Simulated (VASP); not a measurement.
# Sc4Te (P6/mmm) in VASP: notebook

Sc4Te is run at these levels: PBE; tasks: single point, relaxation of cell and atoms.

Program: VASP 6.6.1. These are calculated values, not measurements. Logs are shortened: lines on timing, memory, paths and dates and some standing lists are left out, and cuts for length are marked.

## 1. The cell of the first run

Symmetry: P6/mmm, No. 191, hexagonal system. Conventional cell: a = 5.979 Å, b = 5.979 Å, c = 5.369 Å, α = 90.00°, β = 90.00°, γ = 120.00°. Sc (site symmetry 6/mmm) has 2 Te at 2.68 Å within 3.5 Å. Within 3.9 Å of Sc (site symmetry mmm) lie 4 Sc at 2.99 Å and 2 Te at 2.99 Å. Within 3.5 Å of Te (site symmetry 6/mmm) lie 8 Sc at 2.68 to 2.99 Å.

## 2. Single point, PBE, collinear spin, ferromagnetic start

INCAR

```
SYSTEM = Sc4Te
PREC = Accurate
ENCUT = 520
EDIFF = 1E-7
ISMEAR = 0
SIGMA = 0.1
LREAL = .FALSE.
LASPH = .TRUE.
NELM = 150
ALGO = Fast
ISIF = 2
LWAVE = .FALSE.
LCHARG = .FALSE.
ISPIN = 2
MAGMOM = 1 1 1 1 0
LORBIT = 11
LMAXMIX = 4
GGA = PE
NBANDS = 37
```

KPOINTS

```
Automatic mesh
0
G
  3 3 4
  0 0 0
```

POSCAR

```
Sc4Te
1.0
    5.9792639723      0.0000000000      0.0000000000
   -2.9896319862      5.1781944959      0.0000000000
    0.0000000000      0.0000000000      5.3694981730
Sc Te
4 1
Direct
    0.0000000000      0.0000000000      0.5000000000
    0.5000000000      0.0000000000      0.0000000000
    0.0000000000      0.5000000000      0.0000000000
    0.5000000000      0.5000000000      0.0000000000
    0.0000000000      0.0000000000      0.0000000000
```

Potentials or basis: VASP PAW PBE potentials, release 64 (Sc_sv, Te).

On the command line:

```sh
> cat potpaw_PBE.64/Sc_sv/POTCAR potpaw_PBE.64/Te/POTCAR > POTCAR
> mpirun -np 1 vasp_std > vasp.out
```

OUTCAR:

```text
SYSTEM = Sc4Te
   PREC = Accurate
   ENCUT = 520
   EDIFF = 1E-7
   ISMEAR = 0
   LREAL = .FALSE.
   LASPH = .TRUE.
   NELM = 150
   ISIF = 2
   ISPIN = 2
   LORBIT = 11
   GGA = PE

 ion  position               nearest neighbor table
   1  0.000  0.000  0.500-   5 2.68   5 2.68
   2  0.500  0.000  0.000-   3 2.99   3 2.99   4 2.99   4 2.99   5 2.99   5 2.99
   3  0.000  0.500  0.000-   2 2.99   2 2.99   5 2.99   5 2.99   4 2.99   4 2.99
   4  0.500  0.500  0.000-   5 2.99   5 2.99   2 2.99   2 2.99   3 2.99   3 2.99
   5  0.000  0.000  0.000-   1 2.68   1 2.68   4 2.99   4 2.99   3 2.99   3 2.99   2 2.99   2 2.99

  LATTYP: Found a hexagonal cell.
 ALAT       =     5.9792639723
 C/A-ratio  =     0.8980199232

  Lattice vectors:

 A1 = (   5.9792639723,   0.0000000000,   0.0000000000)
 A2 = (  -2.9896319862,   5.1781944959,   0.0000000000)
 A3 = (   0.0000000000,   0.0000000000,   5.3694981730)

Analysis of symmetry for initial positions (statically):
=====================================================================
 Subroutine PRICEL returns:
 Original cell was already a primitive cell.

 Routine SETGRP: Setting up the symmetry group for a
 hexagonal supercell.

 Subroutine GETGRP returns: Found 24 space group operations
 (whereof 24 operations were pure point group operations)
 out of a pool of 24 trial point group operations.

The static configuration has the point symmetry D_6h.

Analysis of symmetry for dynamics (positions and initial velocities):
=====================================================================
 Subroutine PRICEL returns:
 Original cell was already a primitive cell.

 Routine SETGRP: Setting up the symmetry group for a
 hexagonal supercell.

 Subroutine GETGRP returns: Found 24 space group operations
 (whereof 24 operations were pure point group operations)
 out of a pool of 24 trial point group operations.

The dynamic configuration has the point symmetry D_6h.

Analysis of structural, dynamic, and magnetic symmetry:
=====================================================================
 Subroutine PRICEL returns:
 Original cell was already a primitive cell.

 Routine SETGRP: Setting up the symmetry group for a
 hexagonal supercell.

 Subroutine GETGRP returns: Found 24 space group operations
 (whereof 24 operations were pure point group operations)
 out of a pool of 24 trial point group operations.

The overall configuration has the point symmetry D_6h.

 Subroutine INISYM returns: Found 24 space group operations
 (whereof 24 operations are pure point group operations),
 and found     1 'primitive' translations

----------------------------------------------------------------------------------------

                                     Primitive cell

  volume of cell :     166.2493

  direct lattice vectors                    reciprocal lattice vectors
     5.979263972  0.000000000  0.000000000     0.167244665  0.096558752  0.000000000
    -2.989631986  5.178194496  0.000000000     0.000000000  0.193117505  0.000000000
     0.000000000  0.000000000  5.369498173     0.000000000  0.000000000  0.186237143

  length of vectors
     5.979263972  5.979263972  5.369498173     0.193117505  0.193117505  0.186237143

  position of ions in fractional coordinates (direct lattice)
     0.000000000  0.000000000  0.500000000
     0.500000000  0.000000000  0.000000000
     0.000000000  0.500000000  0.000000000
     0.500000000  0.500000000  0.000000000
     0.000000000  0.000000000  0.000000000

  ion indices of the primitive-cell ions
   primitive index   ion index
                 1           1
                 2           2
                 3           3
                 4           4
                 5           5

----------------------------------------------------------------------------------------

 KPOINTS: Automatic mesh

Automatic generation of k-mesh.
 Grid dimensions read from file:
 generate k-points for:    3    3    4

 Generating k-lattice:

  Cartesian coordinates                     Fractional coordinates (reciprocal lattice)
     0.055748222  0.032186251  0.000000000     0.333333333  0.000000000  0.000000000
     0.000000000  0.064372502  0.000000000     0.000000000  0.333333333  0.000000000
     0.000000000  0.000000000  0.046559286     0.000000000  0.000000000  0.250000000

  Length of vectors
     0.064372502  0.064372502  0.046559286

  Shift w.r.t. Gamma in fractional coordinates (k-lattice)
     0.000000000  0.000000000  0.000000000

 Subroutine IBZKPT returns following result:
 ===========================================

 Found      9 irreducible k-points:

 Following reciprocal coordinates:
            Coordinates               Weight
  0.000000  0.000000  0.000000      1.000000
  0.333333 -0.000000  0.000000      6.000000
  0.333333  0.333333  0.000000      2.000000
  0.000000  0.000000  0.250000      2.000000
  0.333333 -0.000000  0.250000     12.000000
  0.333333  0.333333  0.250000      4.000000
  0.000000  0.000000  0.500000      1.000000
  0.333333 -0.000000  0.500000      6.000000
  0.333333  0.333333  0.500000      2.000000
   k-points           NKPTS =      9   k-points in BZ     NKDIM =      9   number of bands    NBANDS=     37
   number of dos      NEDOS =    301   number of ions     NIONS =      5
   total plane-waves  NPLWV =  92160
   dimension x,y,z NGX =    48 NGY =   48 NGZ =   40
   dimension x,y,z NGXF=    96 NGYF=   96 NGZF=   80
   ions per type =               4   1
   NGX,Y,Z   is equivalent  to a cutoff of  13.35, 13.35, 12.38 a.u.
   NGXF,Y,Z  is equivalent  to a cutoff of  26.69, 26.69, 24.77 a.u.
 SYSTEM =  Sc4Te
   PREC   = accura    normal or accurate (medium, high low for compatibility)
   ISTART =      0    job   : 0-new  1-cont  2-samecut
   ICHARG =      2    charge: 1-file 2-atom 10-const
   ISPIN  =      2    spin polarized calculation?
   LNONCOLLINEAR =      F non collinear calculations
   LSORBIT =      F    spin-orbit coupling
   LASPH  =      T    aspherical Exc in radial PAW
   ENCUT  =  520.0 eV  38.22 Ry    6.18 a.u.  11.12 11.12  9.98*2*pi/ulx,y,z
   NELM   =    150;   NELMIN=  2; NELMDL= -5     # of ELM steps
   EDIFF  = 0.1E-06   stopping-criterion for ELM
   LREAL  =      F    real-space projection
   EDIFFG = 0.1E-05   stopping-criterion for IOM
   NSW    =      0    number of steps for IOM
   IBRION =     -1    ionic relax: 0-MD 1-quasi-New 2-CG
   NFREE  =      0    steps in history (QN), initial steepest desc. (CG)
   ISIF   =      2    stress and relaxation
   ISYM   =      2    0-nonsym 1-usesym 2-fastsym
   POTIM  = 0.5000    time-step for ionic-motion
   TEBEG  =    0.0;   TEEND  =   0.0 temperature during run
   PSTRESS=    0.0 pullay stress
   NELECT =      50.0000    total number of electrons
   NUPDOWN=      -1.0000    fix difference up-down
   EMIN   =  10.00;   EMAX   =-10.00  energy-range for DOS
   EFERMI =   0.00;   METHOD = LEGACY
   ISMEAR =     0;   SIGMA  =   0.10  broadening in eV -4-tet -1-fermi 0-gaus
   EFERMI_NEDOS =   21; number of points for ismear=-14 and -15
   IALGO  =     68    algorithm
   IMIX   =      4    mixing-type and parameters
     AMIX     =   0.40;   BMIX     =  1.00
     AMIX_MAG =   1.60;   BMIX_MAG =  1.00
  volume/ion in A,a.u.               =      33.25       224.38
  Fermi-wavevector in a.u.,A,eV,Ry     =   1.096844  2.072735 16.368720  1.203067
  Thomas-Fermi vector in A             =   2.233193
   LORBIT       =     11    0 simple, 1 ext, 2 COOP (PROOUT), +10 PAW based schemes
   GGA     = PE    functional components
   LHFCALC =     F    Hartree Fock is set to
   AEXX    =    0.0000 exact exchange contribution
   IVDW    =     0    specifies the selected vdW correction
   LEPSILON=     F    determine dielectric tensor
   LRPA    =     F    only Hartree local field effects (RPA)
 spin polarized calculation
 RMM-DIIS sequential band-by-band and
 Gauss-broadening in eV      SIGMA  =   0.10
  energy-cutoff  :      520.00
  volume of cell :      166.25
 maximum number of plane-waves:      4491
 NGX is ok and might be reduce to    48
   NGX = 23   NGY = 23   NGZ = 19

 number of electron      50.0000011 magnetization       3.6021503

 Free energy of the ion-electron system (eV)
  ---------------------------------------------------
  ext. energy  EPLUGINS =         0.00000000
  ---------------------------------------------------
  free energy    TOTEN  =       -26.01642555 eV

  energy without entropy =      -25.98772381  energy(sigma->0) =      -26.00207468

 E-fermi :   3.0260     XC(G=0):  -8.5061

 val. band max:        3.0238124090   @ k =   0.0000   0.0000   0.5000
 cond. band min:       3.0420864394   @ k =   0.3333  -0.0000   0.0000
 fundamental gap:      0.0182740304
 Fermi energy:         3.0259788120

 spin component 1

 k-point     1 :       0.0000    0.0000    0.0000
  band No.  band energies     occupation
      1     -47.4278      1.00000
      2     -46.8141      1.00000
      3     -46.7284      1.00000
      4     -46.7284      1.00000
      5     -26.1052      1.00000
      6     -26.1052      1.00000
[... 29 lines left out ...]
     36       5.5213      0.00000
     37       5.9768      0.00000

 k-point     2 :       0.3333   -0.0000    0.0000
  band No.  band energies     occupation
      1     -47.4278      1.00000
      2     -46.7961      1.00000
      3     -46.7467      1.00000
      4     -46.7285      1.00000
      5     -26.1050      1.00000
      6     -26.1049      1.00000
[... 29 lines left out ...]
     36       4.8068      0.00000
     37       5.4761      0.00000
[... 238 lines left out ...]
     36       5.2516      0.00000
     37       5.5068      0.00000

 k-point     9 :       0.3333    0.3333    0.5000
  band No.  band energies     occupation
      1     -47.4281      1.00000
      2     -46.7715      1.00000
      3     -46.7715      1.00000
      4     -46.7285      1.00000
      5     -26.1045      1.00000
      6     -26.1045      1.00000
[... 29 lines left out ...]
     36       5.0998      0.00000
     37       5.3784      0.00000
 Fermi energy:         3.0259788120

 spin component 2

 k-point     1 :       0.0000    0.0000    0.0000
  band No.  band energies     occupation
      1     -47.0406      1.00000
      2     -46.3775      1.00000
      3     -46.2945      1.00000
      4     -46.2945      1.00000
      5     -25.7769      1.00000
      6     -25.7769      1.00000
[... 29 lines left out ...]
     36       5.9883      0.00000
     37       6.4070      0.00000

 k-point     2 :       0.3333   -0.0000    0.0000
  band No.  band energies     occupation
      1     -47.0406      1.00000
      2     -46.3601      1.00000
      3     -46.3121      1.00000
      4     -46.2945      1.00000
      5     -25.7768      1.00000
      6     -25.7767      1.00000
[... 29 lines left out ...]
     36       5.3242      0.00000
     37       5.7758      0.00000
[... 238 lines left out ...]
     36       5.7239      0.00000
     37       5.8621      0.00000

 k-point     9 :       0.3333    0.3333    0.5000
  band No.  band energies     occupation
      1     -47.0410      1.00000
      2     -46.3362      1.00000
      3     -46.3362      1.00000
      4     -46.2946      1.00000
      5     -25.7763      1.00000
      6     -25.7763      1.00000
[... 29 lines left out ...]
     36       5.5980      0.00000
     37       5.8108      0.00000

------------------------ aborting loop because EDIFF is reached ----------------------------------------

  FORCE on cell =-STRESS in cart. coord.  units (eV):
  Direction    XX          YY          ZZ          XY          YZ          ZX
  --------------------------------------------------------------------------------------
  -------------------------------------------------------------------------------------
  Total        1.4639092      1.4639092     -0.8450082     -0.0000000      0.0000000      0.0000000
  in kB       14.1079830     14.1079830     -8.1435119     -0.0000000      0.0000000      0.0000000
  external PRESSURE =       6.6908180 kB  Pullay stress =       0.0000000 kB

 VOLUME and BASIS-vectors are now :
 -----------------------------------------------------------------------------
  energy-cutoff  :      520.00
  volume of cell :      166.25
      direct lattice vectors                 reciprocal lattice vectors
     5.979263972  0.000000000  0.000000000     0.167244665  0.096558752  0.000000000
    -2.989631986  5.178194496  0.000000000     0.000000000  0.193117505  0.000000000
     0.000000000  0.000000000  5.369498173     0.000000000  0.000000000  0.186237143

 POSITION                                       TOTAL-FORCE (eV/Angst)
 -----------------------------------------------------------------------------------
      0.00000      0.00000      2.68475        -0.000000      0.000000      0.000000
      2.98963      0.00000      0.00000        -0.000000      0.000000      0.000000
     -1.49482      2.58910      0.00000        -0.000000      0.000000      0.000000
      1.49482      2.58910      0.00000         0.000000      0.000000      0.000000
      0.00000      0.00000      0.00000        -0.000000      0.000000      0.000000
 -----------------------------------------------------------------------------------
    total drift:                               -0.000000      0.000000      0.000000

  FREE ENERGIE OF THE ION-ELECTRON SYSTEM (eV)
  ---------------------------------------------------
  free  energy   TOTEN  =       -26.0164255505 eV

  energy  without entropy=      -25.9877238122  energy(sigma->0) =      -26.00207468

 total charge

# of ion       s       p       d       tot
------------------------------------------
    1        2.168   6.076   1.097   9.341
    2        2.241   6.068   1.137   9.446
    3        2.241   6.068   1.137   9.446
    4        2.241   6.068   1.137   9.446
    5        1.336   2.138   0.097   3.571
--------------------------------------------------
tot         10.227  26.418   4.607  41.251

 magnetization (x)

# of ion       s       p       d       tot
------------------------------------------
    1        0.026   0.021   0.435   0.482
    2        0.023   0.031   0.513   0.567
    3        0.023   0.031   0.513   0.567
    4        0.023   0.031   0.513   0.567
    5       -0.003  -0.031   0.045   0.011
--------------------------------------------------
tot          0.093   0.081   2.018   2.193
```

It took 1.9 min on 1 thread of Intel Xeon 6975P-C (Granite Rapids), shared host; peak memory 0.39 GiB.

Results:

```yaml
Free_energy: -26.0164 eV
Pressure: 0.7 GPa
Net_moment: 3.60 μB per cell
Site_moments: Sc +0.48, +0.57; Te +0.01 μB
Valence_electrons_inside_the_program's_atomic_spheres: Sc 9.34, 9.45; Te 3.57
```

Levels at points of the mesh, in eV from the Fermi level:
Spin up:
| k point | band 25 | band 26 | band 27 | band 28 | band 29 | band 30 |
| --- | --- | --- | --- | --- | --- | --- |
| (0.00, 0.00, 0.00) | -0.82 | -0.82 | -0.25 | 0.49 | 0.61 | 0.61 |
| (0.00, 0.00, 0.50) | -0.50 | -0.50 | -0.49 | 0.67 | 0.67 | 0.77 |
Spin down:
| k point | band 20 | band 21 | band 22 | band 23 | band 24 | band 25 | band 26 | band 27 | band 28 | band 29 |
| --- | --- | --- | --- | --- | --- | --- | --- | --- | --- | --- |
| (0.00, 0.00, 0.00) | -3.51 | -2.63 | -0.62 | -0.51 | -0.51 | -0.22 | -0.22 | 0.27 | 0.88 | 1.06 |
| (0.00, 0.00, 0.50) | -4.01 | -1.97 | -0.75 | -0.27 | -0.27 | 0.00 | 0.15 | 0.15 | 1.09 | 1.09 |

Caveat: the k points lie up to 0.40 Å⁻¹ apart; spin-orbit coupling is left out, which moves the levels of the heavy elements.

## 3. Relaxation of cell and atoms, PBE

This run uses another cell than the first one, of 24.08 Å³/atom, 0.724 times its volume.

INCAR

```
SYSTEM = Sc4Te
PREC = Accurate
ENCUT = 600
EDIFF = 1E-6
ISMEAR = 0
SIGMA = 0.1
LREAL = .False.
LASPH = .True.
NELM = 60
ALGO = Normal
ISIF = 3
LWAVE = .False.
LCHARG = .False.
GGA = PE
IBRION = 2
NSW = 90
EDIFFG = -0.04
```

KPOINTS

```
regular mesh
0
Gamma
  6 6 4
  0 0 0
```

POSCAR, as its differences from that of step 2:

```diff
@@ -2,5 +2,5 @@
 1.0
-    5.9792639723      0.0000000000      0.0000000000
-   -2.9896319862      5.1781944959      0.0000000000
-    0.0000000000      0.0000000000      5.3694981730
+    5.0401003200      0.0000000000      0.0000000000
+   -2.5200501600      4.3648549200      0.0000000000
+    0.0000000000      0.0000000000      5.4736740800
 Sc Te
```

Potentials or basis: VASP PAW PBE potentials, release 64 (Sc_sv, Te).

On the command line:

```sh
> cat potpaw_PBE.64/Sc_sv/POTCAR potpaw_PBE.64/Te/POTCAR > POTCAR
> mpirun -np 1 vasp_std > vasp.out
```

Wall time 5.7 min (1 thread of Intel Xeon 6975P-C (Granite Rapids), shared host); peak memory 0.31 GiB.

It converged, with:

| Item | Value |
| --- | --- |
| Free energy | -25.9941 eV |
| Relaxed volume | 33.35 Å³/atom |
| Relaxed cell | a = 5.987 Å, b = 5.987 Å, c = 5.372 Å, α = 90.00°, β = 90.00°, γ = 120.00° |
| Space group after relaxing (to 0.05 Å) | P6/mmm (No. 191) |
| Energy gained by relaxing | 890.4 meV/atom |
| Ionic steps | 7 |
| Pressure after relaxing | 0.1 GPa |
| Band gap on the k mesh | zero (band 25 reaches 3.15 eV, above the bottom of band 26 at 2.47 eV) |

Stress tensor (GPa, compression positive):
```
0.11 0.00 0.00
0.00 0.11 0.00
0.00 0.00 0.00
```

Step by step:
```
step  energy change (eV)  largest force (eV/Å)  pressure (GPa)  volume (Å³)
   1              0.0000                0.0000           27.49       120.42
   2             -3.7458                0.0000           -4.73       203.42
   3             -4.4248                0.0000           -0.09       167.81
   4             -4.4292                0.0000           -0.80       171.21
   5             -4.4301                0.0000           -0.58       170.11
   6             -4.4510                0.0000           -0.06       167.38
   7             -4.4518                0.0000            0.07       166.75
```

Final structure:
```cif
data_structure
_symmetry_space_group_name_H-M 'P 1'
_symmetry_Int_Tables_number 1
_cell_length_a 5.9867
_cell_length_b 5.9867
_cell_length_c 5.3724
_cell_angle_alpha 90.000
_cell_angle_beta 90.000
_cell_angle_gamma 120.000
_cell_volume 166.75
loop_
_atom_site_label
_atom_site_type_symbol
_atom_site_fract_x
_atom_site_fract_y
_atom_site_fract_z
_atom_site_occupancy
Sc1 Sc 0.00000 0.00000 0.50000 1
Sc2 Sc 0.50000 0.00000 0.00000 1
Sc3 Sc 0.00000 0.50000 0.00000 1
Sc4 Sc 0.50000 0.50000 0.00000 1
Te1 Te 0.00000 0.00000 0.00000 1
```

Levels at points of the mesh, in eV from the Fermi level:
| k point | band 21 | band 22 | band 23 | band 24 | band 25 | band 26 | band 27 | band 28 |
| --- | --- | --- | --- | --- | --- | --- | --- | --- |
| (0.00, 0.00, 0.00) | -2.89 | -0.99 | -0.99 | -0.86 | -0.53 | -0.53 | -0.04 | 0.67 |
| (0.50, 0.00, 0.00) | -1.25 | -1.24 | -0.22 | -0.10 | 0.07 | 0.37 | 0.44 | 0.50 |
| (0.00, 0.00, 0.50) | -2.30 | -0.90 | -0.81 | -0.81 | -0.29 | -0.21 | -0.21 | 0.91 |
| (0.50, 0.00, 0.50) | -0.92 | -0.74 | -0.50 | -0.22 | 0.13 | 0.16 | 0.30 | 0.73 |

Caveat: the volume moved by over 15 % at a fixed basis, so the end points are rough; spin-orbit coupling is left out, which moves the levels of the heavy elements.
